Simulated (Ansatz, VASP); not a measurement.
**One calculation of FeNi3, two programs**

INCAR

```
PREC = Accurate
ENCUT = 520
EDIFF = 1E-6
ISMEAR = -1
SIGMA = 0.05
LREAL = False
LASPH = True
NELM = 150
ALGO = Fast
ISIF = 2
LWAVE = False
LCHARG = False
ISPIN = 2
MAGMOM = 1 1 1 3
LORBIT = 11
LMAXMIX = 4
GGA = PE
NBANDS = 31
```

File KPOINTS:

```
Automatic mesh
0
Gamma
  8 8 8
```

The input POSCAR:

```
FeNi3
1.0
    3.5450000000      0.0000000000      0.0000000000
    0.0000000000      3.5450000000      0.0000000000
    0.0000000000      0.0000000000      3.5450000000
Ni Fe
3 1
Direct
    0.5000000000      0.5000000000      0.0000000000
    0.5000000000      0.0000000000      0.5000000000
    0.0000000000      0.5000000000      0.5000000000
    0.0000000000      0.0000000000      0.0000000000
```

File input.yaml:

```yaml
crystal:
  lattice:
    - [3.545, 0.0, 0.0]
    - [0.0, 3.545, 0.0]
    - [0.0, 0.0, 3.545]
  atoms:
    - { symbol: Ni, position: [0.5, 0.5, 0.0], spin: 1.0 }
    - { symbol: Ni, position: [0.5, 0.0, 0.5], spin: 1.0 }
    - { symbol: Ni, position: [0.0, 0.5, 0.5], spin: 1.0 }
    - { symbol: Fe, position: [0.0, 0.0, 0.0], spin: 3.0 }
hamiltonian:
  xc: pbe
  pseudopotentials: { kind: paw }
magnetization:
  spin_polarized: true
kpoints:
  mp_grid: { grid: [8, 8, 8] }
scf:
  occupations: { method: fermi_dirac, width: 0.05 }
output:
  forces: true
  stress: true
  eigenvalues: true
  write_density: true
  write_potential: true
  elf: true
  volumetric_format: npy
```

Alike in both runs: task single point; functional PBE; k mesh 8 × 8 × 8; occupations fermi-dirac, width 0.05 eV; collinear spin.

```csv
,VASP,Ansatz
version,VASP 6.6.1,Ansatz 0.2.0
potentials or method,"VASP PAW PBE potentials, release 64 (Ni, Fe)",Ansatz PAW
plane-wave cutoff (eV),520,420
valence electrons in the cell,38,70
```

Ansatz gave:

| Quantity | Value |
| --- | --- |
| gap on the k mesh at the Fermi level (eV) | none |
| pressure (GPa) | 0.1 |
| net moment per atom (μB) | 1.22 |
| size of the moment on the site where the two differ most (μB) | 0.71 |

Q: What did VASP give for the same quantities?

A: gap on the k mesh at the Fermi level (eV): none; pressure (GPa): -0.1; net moment per atom (μB): 1.20; size of the moment on the site where the two differ most (μB): 0.65.

Site moments also hang on the region over which each program counts them. A gap of «none» marks a metal or a gap that the smearing closes. VASP's potentials hold 38 valence electrons a cell and Ansatz's 70, so a difference there can come from the potentials and not from the codes.
